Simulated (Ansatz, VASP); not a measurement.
# One calculation of HfIrC2, two programs

```
Hf Ir C
1.0
     3.91376    0.00000    0.00000
    -1.95688    3.38942    0.00000
     0.00000    0.00000    5.13979
Hf Ir C
1 1 2
Direct
  0.00000 0.00000 0.00000
  0.00000 0.00000 0.50000
  0.33333 0.66667 0.00000
  0.66667 0.33333 0.00000
```

Alike in both runs: functional PBE; k mesh 12 × 12 × 10; occupations gaussian, width 0.1 eV; no spin polarisation.

Ansatz relaxed the structure, and its values are those at the end. VASP's run is a single point on that final structure, the one shown.

```csv
,VASP,Ansatz
version,VASP 6.6.1,Ansatz 0.2.0
potentials or method,"VASP PAW PBE potentials, release 64 (Hf_pv, Ir, C), cutoff 520 eV","scalar-relativistic, plane waves, PAW"
valence electrons in the cell,27,51
```

```tsv
	VASP	Ansatz	Ansatz less VASP
gap on the k mesh at the Fermi level (eV)	none	none	-
pressure (GPa)	-0.2	0.0	+0.21
```

A gap of «none» marks a metal or a gap that the smearing closes. The functional is the same, so the differences come from potentials, cutoffs and numerics. VASP's potentials hold 27 valence electrons a cell and Ansatz's 51, so a difference there can come from the potentials and not from the codes.

Neither program's run includes spin-orbit coupling.
